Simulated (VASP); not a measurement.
# CsH (I4/mmm) in VASP: a series of runs

CsH is run at these levels: r2SCAN; tasks: single point.

Everything below comes from runs of VASP 6.6.1. Logs are shortened: lines on timing, memory, paths and dates and some standing lists are left out, and cuts for length are marked.

**1. The cell of the first run**

It takes space group I4/mmm (No. 139, tetragonal). The conventional cell has a = 4.131 Å, b = 4.131 Å, c = 7.595 Å, α = 90.00°, β = 90.00°, γ = 90.00°. Cs (site symmetry 4/mmm) has 6 H at 2.92 to 3.80 Å within 3.8 Å. H (site symmetry 4/mmm) has 6 Cs at 2.92 to 3.80 Å within 3.8 Å.

**2. Single point, r2SCAN**

Contents of POSCAR:

```
CsH
1.0
    0.0000000000      2.9210379227      3.7973492995
    2.9210379227      0.0000000000      3.7973492995
    2.9210379227      2.9210379227      0.0000000000
Cs H
1 1
Direct
    0.0000000000      0.0000000000      0.0000000000
    0.5000000000      0.5000000000      0.5000000000
```

Contents of INCAR.step1:

```
PREC = Accurate
ENCUT = 520
ISMEAR = 0
SIGMA = 0.05
LREAL = False
LASPH = True
NELM = 100
NBANDS = 12
GGA = PE
ALGO = Normal
EDIFF = 1E-4
LWAVE = True
LCHARG = False
```

Contents of INCAR.step2:

```
PREC = Accurate
ENCUT = 520
EDIFF = 1E-7
ISMEAR = 0
SIGMA = 0.05
LREAL = False
LASPH = True
NELM = 100
ALGO = Normal
ISIF = 2
LWAVE = False
LCHARG = False
METAGGA = R2SCAN
LMIXTAU = True
NBANDS = 12
ISTART = 1
```

Contents of KPOINTS:

```
Automatic mesh
0
Gamma
  8 8 8
```

Potentials or basis: VASP PAW PBE potentials, release 64 (Cs_sv, H).

The run is started by

```sh
cat potpaw_PBE.64/Cs_sv/POTCAR potpaw_PBE.64/H/POTCAR > POTCAR
cp INCAR.step1 INCAR
mpirun -np 1 vasp_std > vasp.out
cp INCAR.step2 INCAR
mpirun -np 1 vasp_std > vasp.out
```

OUTCAR:

```text
PREC = Accurate
   ENCUT = 520
   EDIFF = 1E-7
   ISMEAR = 0
   LREAL = False
   LASPH = True
   NELM = 100
   ISIF = 2
   METAGGA = R2SCAN
   ISTART = 1

 ion  position               nearest neighbor table
   1  0.000  0.000  0.000-
   2  0.500  0.500  0.500-

  LATTYP: Found a body centered tetragonal cell.
 ALAT       =     4.1309714465
 C/A-ratio  =     1.8384776311

  Lattice vectors:

 A1 = (  -2.9210379227,   0.0000000000,   3.7973492995)
 A2 = (   2.9210379227,   0.0000000000,   3.7973492995)
 A3 = (   0.0000000000,   2.9210379227,  -3.7973492995)

Analysis of symmetry for initial positions (statically):
=====================================================================
 Subroutine PRICEL returns:
 Original cell was already a primitive cell.

 Routine SETGRP: Setting up the symmetry group for a
 body centered tetragonal supercell.

 Subroutine GETGRP returns: Found 16 space group operations
 (whereof 16 operations were pure point group operations)
 out of a pool of 16 trial point group operations.

The static configuration has the point symmetry D_4h.

Analysis of symmetry for dynamics (positions and initial velocities):
=====================================================================
 Subroutine PRICEL returns:
 Original cell was already a primitive cell.

 Routine SETGRP: Setting up the symmetry group for a
 body centered tetragonal supercell.

 Subroutine GETGRP returns: Found 16 space group operations
 (whereof 16 operations were pure point group operations)
 out of a pool of 16 trial point group operations.

The dynamic configuration has the point symmetry D_4h.

 Subroutine INISYM returns: Found 16 space group operations
 (whereof 16 operations are pure point group operations),
 and found     1 'primitive' translations

----------------------------------------------------------------------------------------

                                     Primitive cell

  volume of cell :      64.8015

  direct lattice vectors                    reciprocal lattice vectors
     0.000000000  2.921037923  3.797349299    -0.171172033  0.171172033  0.131670795
     2.921037923  0.000000000  3.797349299     0.171172033 -0.171172033  0.131670795
     2.921037923  2.921037923  0.000000000     0.171172033  0.171172033 -0.131670795

  length of vectors
     4.790858404  4.790858404  4.130971446     0.275566558  0.275566558  0.275566558

  position of ions in fractional coordinates (direct lattice)
     0.000000000  0.000000000  0.000000000
     0.500000000  0.500000000  0.500000000

  ion indices of the primitive-cell ions
   primitive index   ion index
                 1           1
                 2           2

----------------------------------------------------------------------------------------

 KPOINTS: Automatic mesh

Automatic generation of k-mesh.
 Grid dimensions read from file:
 generate k-points for:    8    8    8

 Generating k-lattice:

  Cartesian coordinates                     Fractional coordinates (reciprocal lattice)
    -0.021396504  0.021396504  0.016458849     0.125000000  0.000000000  0.000000000
     0.021396504 -0.021396504  0.016458849     0.000000000  0.125000000  0.000000000
     0.021396504  0.021396504 -0.016458849    -0.000000000 -0.000000000  0.125000000

  Length of vectors
     0.034445820  0.034445820  0.034445820

  Shift w.r.t. Gamma in fractional coordinates (k-lattice)
     0.000000000  0.000000000  0.000000000

 Subroutine IBZKPT returns following result:
 ===========================================

 Found     59 irreducible k-points:

 Following reciprocal coordinates:
            Coordinates               Weight
  0.000000  0.000000  0.000000      1.000000
  0.125000  0.000000  0.000000      8.000000
  0.250000  0.000000  0.000000      8.000000
  0.375000  0.000000  0.000000      8.000000
  0.500000  0.000000  0.000000      4.000000
  0.125000  0.125000  0.000000      2.000000
[... 16 lines left out ...]
  0.250000  0.000000  0.125000     16.000000
  0.375000  0.000000  0.125000     16.000000
 [... further k-points ...]
   k-points           NKPTS =     59   k-points in BZ     NKDIM =     59   number of bands    NBANDS=     12
   number of dos      NEDOS =    301   number of ions     NIONS =      2
   total plane-waves  NPLWV =  41472
   dimension x,y,z NGX =    36 NGY =   36 NGZ =   32
   dimension x,y,z NGXF=    72 NGYF=   72 NGZF=   64
   ions per type =               1   1
   NGX,Y,Z   is equivalent  to a cutoff of  12.49, 12.49, 12.88 a.u.
   NGXF,Y,Z  is equivalent  to a cutoff of  24.98, 24.98, 25.76 a.u.
 SYSTEM =  unknown system
   PREC   = accura    normal or accurate (medium, high low for compatibility)
   ISTART =      1    job   : 0-new  1-cont  2-samecut
   ICHARG =      0    charge: 1-file 2-atom 10-const
   ISPIN  =      1    spin polarized calculation?
   LNONCOLLINEAR =      F non collinear calculations
   LSORBIT =      F    spin-orbit coupling
   LASPH  =      T    aspherical Exc in radial PAW
   ENCUT  =  520.0 eV  38.22 Ry    6.18 a.u.   8.91  8.91  7.68*2*pi/ulx,y,z
   NELM   =    100;   NELMIN=  2; NELMDL=  0     # of ELM steps
   EDIFF  = 0.1E-06   stopping-criterion for ELM
   LREAL  =      F    real-space projection
   EDIFFG = 0.1E-05   stopping-criterion for IOM
   NSW    =      0    number of steps for IOM
   IBRION =     -1    ionic relax: 0-MD 1-quasi-New 2-CG
   NFREE  =      0    steps in history (QN), initial steepest desc. (CG)
   ISIF   =      2    stress and relaxation
   ISYM   =      2    0-nonsym 1-usesym 2-fastsym
   POTIM  = 0.5000    time-step for ionic-motion
   TEBEG  =    0.0;   TEEND  =   0.0 temperature during run
   PSTRESS=    0.0 pullay stress
   NELECT =      10.0000    total number of electrons
   NUPDOWN=      -1.0000    fix difference up-down
   EMIN   =  10.00;   EMAX   =-10.00  energy-range for DOS
   EFERMI =   0.00;   METHOD = LEGACY
   ISMEAR =     0;   SIGMA  =   0.05  broadening in eV -4-tet -1-fermi 0-gaus
   EFERMI_NEDOS =   21; number of points for ismear=-14 and -15
   IALGO  =     38    algorithm
   IMIX   =      4    mixing-type and parameters
     AMIX     =   0.40;   BMIX     =  1.00
     AMIX_MAG =   1.60;   BMIX_MAG =  1.00
  volume/ion in A,a.u.               =      32.40       218.65
  Fermi-wavevector in a.u.,A,eV,Ry     =   0.878105  1.659378 10.491026  0.771069
  Thomas-Fermi vector in A             =   1.998146
   LORBIT       =      0    0 simple, 1 ext, 2 COOP (PROOUT), +10 PAW based schemes
   METAGGA = R2SCAN    functional components
   LHFCALC =     F    Hartree Fock is set to
   AEXX    =    0.0000 exact exchange contribution
   IVDW    =     0    specifies the selected vdW correction
   LEPSILON=     F    determine dielectric tensor
   LRPA    =     F    only Hartree local field effects (RPA)
 non-spin polarized calculation
 Gauss-broadening in eV      SIGMA  =   0.05
  energy-cutoff  :      520.00
  volume of cell :       64.80
 maximum number of plane-waves:      1774
   NGX = 17   NGY = 17   NGZ = 15

 number of electron      10.0000000 magnetization

 Free energy of the ion-electron system (eV)
  ---------------------------------------------------
  ext. energy  EPLUGINS =         0.00000000
  ---------------------------------------------------
  free energy    TOTEN  =       -28.81521980 eV

  energy without entropy =      -28.81521980  energy(sigma->0) =      -28.81521980

 E-fermi :   0.4127     XC(G=0):  -7.4816

 val. band max:        0.1702403605   @ k =   0.5000   0.0000   0.0000
 cond. band min:       2.5414966323   @ k =   0.5000   0.0000   0.0000
 fundamental gap:      2.3712562718
 Fermi energy:         0.4126606720

 k-point     1 :       0.0000    0.0000    0.0000
  band No.  band energies     occupation
      1     -22.0890      2.00000
      2      -8.4331      2.00000
      3      -8.0178      2.00000
      4      -8.0177      2.00000
      5      -1.7119      2.00000
      6       4.0925      0.00000
      7       4.9763      0.00000
      8       6.3525      0.00000
      9       6.3525      0.00000
     10       8.6742      0.00000
     11       8.8569      0.00000
     12       9.0775      0.00000

 k-point     2 :       0.1250    0.0000    0.0000
  band No.  band energies     occupation
      1     -22.0746      2.00000
      2      -8.4655      2.00000
      3      -8.1834      2.00000
      4      -8.0122      2.00000
      5      -1.4459      2.00000
      6       4.0721      0.00000
      7       5.0781      0.00000
      8       5.8170      0.00000
      9       6.5044      0.00000
     10       8.2322      0.00000
     11       8.3756      0.00000
     12       9.2471      0.00000

 k-point     3 :       0.2500    0.0000    0.0000
  band No.  band energies     occupation
      1     -22.0393      2.00000
      2      -8.6515      2.00000
      3      -8.4324      2.00000
      4      -7.9988      2.00000
      5      -0.8160      2.00000
      6       3.6001      0.00000
      7       5.0980      0.00000
      8       5.7651      0.00000
      9       6.7194      0.00000
     10       7.6690      0.00000
     11       7.9553      0.00000
     12      10.2511      0.00000
[... 286 lines left out ...]
 k-point    23 :       0.2500    0.0000    0.1250
  band No.  band energies     occupation
      1     -22.0317      2.00000
      2      -8.5736      2.00000
      3      -8.4433      2.00000
      4      -8.1252      2.00000
      5      -0.8220      2.00000
      6       4.0795      0.00000
      7       4.9667      0.00000
      8       5.5411      0.00000
      9       6.3744      0.00000
     10       6.7315      0.00000
     11       8.9273      0.00000
     12      10.5996      0.00000

 k-point    24 :       0.3750    0.0000    0.1250
  band No.  band energies     occupation
      1     -21.9962      2.00000
      2      -8.8992      2.00000
      3      -8.4986      2.00000
      4      -8.1068      2.00000
      5      -0.3420      2.00000
      6       3.2844      0.00000
      7       5.0667      0.00000
      8       5.4610      0.00000
      9       6.8442      0.00000
     10       7.5557      0.00000
     11       9.2057      0.00000
     12      11.1603      0.00000

 [... further k-points ...]
[... 5 lines left out ...]
  --------------------------------------------------------------------------------------
  -------------------------------------------------------------------------------------
  Total        1.2356080      1.2356080     -0.6137857      0.0000000      0.0000000      0.0000000
  in kB       30.5496581     30.5496581    -15.1754799      0.0000000      0.0000000      0.0000000
  external PRESSURE =      15.3079454 kB  Pullay stress =       0.0000000 kB

 VOLUME and BASIS-vectors are now :
 -----------------------------------------------------------------------------
  energy-cutoff  :      520.00
  volume of cell :       64.80
      direct lattice vectors                 reciprocal lattice vectors
     0.000000000  2.921037923  3.797349299    -0.171172033  0.171172033  0.131670795
     2.921037923  0.000000000  3.797349299     0.171172033 -0.171172033  0.131670795
     2.921037923  2.921037923  0.000000000     0.171172033  0.171172033 -0.131670795

 POSITION                                       TOTAL-FORCE (eV/Angst)
 -----------------------------------------------------------------------------------
      0.00000      0.00000      0.00000        -0.000000     -0.000000     -0.000000
      2.92104      2.92104      3.79735         0.000000      0.000000      0.000000
 -----------------------------------------------------------------------------------
    total drift:                               -0.000000      0.000000      0.000000

  FREE ENERGIE OF THE ION-ELECTRON SYSTEM (eV)
  ---------------------------------------------------
  free  energy   TOTEN  =       -28.8152198006 eV

  energy  without entropy=      -28.8152198006  energy(sigma->0) =      -28.81521980
```

Wall time 2 min (1 thread of AMD EPYC 9R45 (Zen 5), shared host); peak memory 0.2 GiB.

Results:

```
Free energy            : -28.8152 eV
Pressure               : 1.5 GPa
Band gap on the k mesh : 2.37 eV, direct
```

Stress tensor (GPa, compression positive):
```
 3.05  0.00  0.00
 0.00  3.05  0.00
 0.00  0.00 -1.52
```

Levels at points of the mesh, in eV from the valence-band top:
```
           k point  band 1  band 2  band 3  band 4  band 5  band 6  band 7  band 8  band 9  band 10
(0.00, 0.00, 0.00)  -22.26   -8.60   -8.19   -8.19   -1.88    3.92    4.81    6.18    6.18     8.50
(0.50, 0.00, 0.00)  -22.16   -9.26   -8.70   -8.15    0.00    2.37    4.46    6.00    7.07     8.27
(0.50, 0.50, 0.00)  -22.21   -9.17   -8.29   -8.29   -1.46    3.78    4.41    8.60    8.91     8.91
(0.50, 0.00, 0.50)  -22.09   -9.03   -8.84   -8.68   -1.53    3.26    6.60    6.85    7.31     7.48
```

Caveat: the PAW data sets were made with another functional, which shifts forces and pressure a little; spin-orbit coupling is left out, which moves the levels of the heavy elements.

**3. Single point, r2SCAN**

This run uses another cell than the first one, of the same volume but with other edges.

Contents of POSCAR:

```
CsH
1.0
    0.0000000000      3.2778497080      3.0156217313
    3.2778497080      0.0000000000      3.0156217313
    3.2778497080      3.2778497080      0.0000000000
Cs H
1 1
Direct
    0.0000000000      0.0000000000      0.0000000000
    0.5000000000      0.5000000000      0.5000000000
```

Contents of INCAR.step1:

```
SYSTEM = CsH
PREC     = Accurate       ! precision mode
ENCUT    = 520            ! plane-wave cutoff, eV
ISMEAR   = 0              ! smearing method
SIGMA    = 0.05           ! smearing width, eV
LREAL    = .False.        ! projectors in reciprocal space
LASPH    = .True.         ! aspherical terms in the spheres
NELM     = 80             ! most SCF steps
NBANDS   = 12             ! bands
GGA      = PE             ! functional
ALGO     = Normal         ! electronic algorithm
EDIFF    = 1E-4           ! SCF threshold, eV
LWAVE    = .True.         ! write WAVECAR
LCHARG   = .False.        ! write CHGCAR
```

Contents of INCAR.step2:

```
SYSTEM = CsH
PREC     = Accurate       ! precision mode
ENCUT    = 520            ! plane-wave cutoff, eV
EDIFF    = 1E-6           ! SCF threshold, eV
ISMEAR   = 0              ! smearing method
SIGMA    = 0.05           ! smearing width, eV
LREAL    = .False.        ! projectors in reciprocal space
LASPH    = .True.         ! aspherical terms in the spheres
NELM     = 80             ! most SCF steps
ALGO     = Normal         ! electronic algorithm
ISIF     = 2              ! what is computed and relaxed
LWAVE    = .False.        ! write WAVECAR
LCHARG   = .True.         ! write CHGCAR
METAGGA  = R2SCAN         ! meta-GGA
LMIXTAU  = .True.       
LELF     = .True.         ! ELF
LVHAR    = .True.       
NBANDS   = 12             ! bands
ISTART   = 1
```

Contents of KPOINTS:

```
regular mesh
0
Gamma
  8 8 8
  0 0 0
```

Potentials or basis: VASP PAW PBE potentials, release 64 (Cs_sv, H).

The run is started by

```sh
cat potpaw_PBE.64/Cs_sv/POTCAR potpaw_PBE.64/H/POTCAR > POTCAR
cp INCAR.step1 INCAR
mpirun -np 1 vasp_std > vasp.out
cp INCAR.step2 INCAR
mpirun -np 1 vasp_std > vasp.out
```

It took 2.5 min on 1 thread of AMD EPYC 9R45 (Zen 5), shared host; peak memory 0.21 GiB.

Results (log left out):

| Property | Result |
| --- | --- |
| Free energy | -28.9652 eV |
| Pressure | 0.2 GPa |
| Band gap on the k mesh | 2.62 eV, direct |

Stress tensor (GPa, compression positive):
```
-0.51  0.00  0.00
 0.00 -0.51  0.00
 0.00  0.00  1.70
```

Levels at points of the mesh, in eV from the valence-band top:
| k point | band 3 | band 4 | band 5 | band 6 | band 7 | band 8 |
| --- | --- | --- | --- | --- | --- | --- |
| (0.00, 0.00, 0.00) | -8.21 | -8.13 | -1.68 | 5.56 | 5.56 | 5.94 |
| (0.50, 0.00, 0.00) | -8.35 | -8.21 | 0.00 | 2.62 | 4.93 | 5.57 |
| (0.50, 0.50, 0.00) | -8.55 | -8.55 | -1.20 | 3.30 | 6.58 | 8.58 |
| (0.50, 0.00, 0.50) | -8.41 | -8.40 | -1.19 | 3.59 | 5.79 | 8.14 |

Caveat: the PAW data sets were made with another functional, which shifts forces and pressure a little; spin-orbit coupling is left out, which moves the levels of the heavy elements. A k mesh can miss the band edges.

[end of part 1 of 2]
